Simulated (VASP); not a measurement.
# Sr (P6_3/mmc) in VASP: further runs, part 2 of 2

VASP 6.6.1.

## Step 3: Single point, RPBE

This run uses another cell than the first one, of 58.55 Å³/atom, 0.893 times its volume.

The input, INCAR:

```
SYSTEM = Sr
  PREC = Accurate
  ENCUT = 520
  EDIFF = 1E-6
  ISMEAR = -1
  SIGMA = 0.1
  LREAL = .FALSE.
  LASPH = .TRUE.
  NELM = 60
  ALGO = Normal
  ISIF = 2
  LWAVE = .FALSE.
  LCHARG = .FALSE.
  GGA = RP
  NBANDS = 28
```

The input, KPOINTS:

```
Automatic mesh
0
G
  11 11 3
  0 0 0
```

The input, POSCAR:

```
Sr
1.0
    4.3552605937      0.0000000000      0.0000000000
   -2.1776302968      3.7717663143      0.0000000000
    0.0000000000      0.0000000000     14.2576036472
Sr
4
Direct
    1.0000000000      1.0000000000      0.0000000000
    1.0000000000      1.0000000000      0.5000000000
    0.3333333333      0.6666666667      0.2500000000
    0.6666666667      0.3333333333      0.7500000000
```

Potentials or basis: VASP PAW PBE potentials, release 64 (Sr_sv).

The run is started by

```console
> cat potpaw_PBE.64/Sr_sv/POTCAR > POTCAR
> mpirun -np 1 vasp_std > vasp.out
```

OUTCAR:

```text
SYSTEM = Sr
   PREC = Accurate
   ENCUT = 520
   EDIFF = 1E-6
   ISMEAR = -1
   LREAL = .FALSE.
   LASPH = .TRUE.
   NELM = 60
   ISIF = 2
   GGA = RP

 ion  position               nearest neighbor table
   1  0.000  0.000  0.000-   3 4.36   4 4.36   4 4.36   3 4.36   4 4.36   3 4.36
   2  0.000  0.000  0.500-   3 4.36   4 4.36   4 4.36   3 4.36   4 4.36   3 4.36
   3  0.333  0.667  0.250-   1 4.36   2 4.36   1 4.36   2 4.36   1 4.36   2 4.36
   4  0.667  0.333  0.750-   1 4.36   2 4.36   1 4.36   2 4.36   1 4.36   2 4.36

  LATTYP: Found a hexagonal cell.
 ALAT       =     4.3552605937
 C/A-ratio  =     3.2736511032

  Lattice vectors:

 A1 = (   4.3552605937,   0.0000000000,   0.0000000000)
 A2 = (  -2.1776302968,   3.7717663143,   0.0000000000)
 A3 = (   0.0000000000,   0.0000000000,  14.2576036472)

Analysis of symmetry for initial positions (statically):
=====================================================================
 Subroutine PRICEL returns:
 Original cell was already a primitive cell.

 Routine SETGRP: Setting up the symmetry group for a
 hexagonal supercell.

 Subroutine GETGRP returns: Found 24 space group operations
 (whereof 12 operations were pure point group operations)
 out of a pool of 24 trial point group operations.

The static configuration has the point symmetry D_3d.
 The point group associated with its full space group is D_6h.

Analysis of symmetry for dynamics (positions and initial velocities):
=====================================================================
 Subroutine PRICEL returns:
 Original cell was already a primitive cell.

 Routine SETGRP: Setting up the symmetry group for a
 hexagonal supercell.

 Subroutine GETGRP returns: Found 24 space group operations
 (whereof 12 operations were pure point group operations)
 out of a pool of 24 trial point group operations.

The dynamic configuration has the point symmetry D_3d.
 The point group associated with its full space group is D_6h.

 Subroutine INISYM returns: Found 24 space group operations
 (whereof 12 operations are pure point group operations),
[... 120 lines left out ...]
     AMIX_MAG =   1.60;   BMIX_MAG =  1.00
  volume/ion in A,a.u.               =      58.55       395.13
  Fermi-wavevector in a.u.,A,eV,Ry     =   0.908294  1.716426 11.224774  0.824998
  Thomas-Fermi vector in A             =   2.032203
   LORBIT       =      0    0 simple, 1 ext, 2 COOP (PROOUT), +10 PAW based schemes
   GGA     = RP    functional components
   LHFCALC =     F    Hartree Fock is set to
   AEXX    =    0.0000 exact exchange contribution
   IVDW    =     0    specifies the selected vdW correction
   LEPSILON=     F    determine dielectric tensor
   LRPA    =     F    only Hartree local field effects (RPA)
 non-spin polarized calculation
  energy-cutoff  :      520.00
  volume of cell :      234.21
 maximum number of plane-waves:      6325
   NGX = 17   NGY = 17   NGZ = 53

 number of electron      40.0000001 magnetization

 Free energy of the ion-electron system (eV)
  ---------------------------------------------------
  ext. energy  EPLUGINS =         0.00000000
  ---------------------------------------------------
  free energy    TOTEN  =        -5.93877918 eV

  energy without entropy =       -5.75606976  energy(sigma->0) =       -5.84742447

 E-fermi :   1.4533     XC(G=0):  -7.0530

 val. band max:        1.4531713315   @ k =   0.1818   0.0909   0.0000
 cond. band min:       1.4612857856   @ k =   0.2727  -0.0000   0.0000
 fundamental gap:      0.0081144541
 Fermi energy:         1.4532935209

 k-point     1 :       0.0000    0.0000    0.0000
  band No.  band energies     occupation
      1     -35.3092      2.00000
      2     -35.3045      2.00000
      3     -35.3038      2.00000
      4     -35.2991      2.00000
      5     -17.3600      2.00000
      6     -17.2862      2.00000
[... 733 lines left out ...]
     27       3.5402      0.00000
     28       3.6589      0.00000

 [... further k-points ...]

------------------------ aborting loop because EDIFF is reached ----------------------------------------

  FORCE on cell =-STRESS in cart. coord.  units (eV):
  Direction    XX          YY          ZZ          XY          YZ          ZX
  --------------------------------------------------------------------------------------
  -------------------------------------------------------------------------------------
  Total        0.0242721      0.0242721      0.0196277      0.0000000      0.0000000      0.0000000
  in kB        0.1660396      0.1660396      0.1342685      0.0000000      0.0000000      0.0000000
  external PRESSURE =       0.1554492 kB  Pullay stress =       0.0000000 kB

 VOLUME and BASIS-vectors are now :
 -----------------------------------------------------------------------------
  energy-cutoff  :      520.00
  volume of cell :      234.21
      direct lattice vectors                 reciprocal lattice vectors
     4.355260594  0.000000000  0.000000000     0.229607386  0.132563886  0.000000000
    -2.177630297  3.771766314  0.000000000     0.000000000  0.265127772  0.000000000
     0.000000000  0.000000000 14.257603647     0.000000000  0.000000000  0.070138014

 POSITION                                       TOTAL-FORCE (eV/Angst)
 -----------------------------------------------------------------------------------
      0.00000      0.00000      0.00000         0.000000      0.000000      0.000000
      0.00000      0.00000      7.12880         0.000000      0.000000      0.000000
     -0.00000      2.51451      3.56440         0.000000      0.000000      0.000000
      2.17763      1.25726     10.69320        -0.000000     -0.000000     -0.000000
 -----------------------------------------------------------------------------------
    total drift:                               -0.000000      0.000000      0.000000

  FREE ENERGIE OF THE ION-ELECTRON SYSTEM (eV)
  ---------------------------------------------------
  free  energy   TOTEN  =        -5.9387791777 eV

  energy  without entropy=       -5.7560697572  energy(sigma->0) =       -5.84742447
```

stdout:

```text
POSCAR found type information on POSCAR Sr
 POSCAR found :  1 types and       4 ions
 scaLAPACK will be used
 -----------------------------------------------------------------------------
|                                                                             |
|                                                                             |
|     You enforced a specific xc type in the INCAR file but a different       |
|     I HOPE YOU KNOW WHAT YOU ARE DOING!                                     |
|                                                                             |
 -----------------------------------------------------------------------------

 LDA part: xc-table for (Slater+PW92), standard interpolation
 POSCAR, INCAR and KPOINTS ok, starting setup
 FFT: planning ... GRIDC
 FFT: planning ... GRID_SOFT
 FFT: planning ... GRID
 WAVECAR not read
 entering main loop
```

It took 78 s on 1 thread of Intel Xeon 6975P-C (Granite Rapids), shared host; peak memory 0.4 GiB.

Results:

```
Free energy            : -5.9388 eV
Pressure               : 0.0 GPa
Band gap on the k mesh : zero (band 20 reaches 1.60 eV, above the bottom of band 21 at 1.43 eV)
```

Caveat: the PAW data sets were made with another functional, which shifts forces and pressure a little.
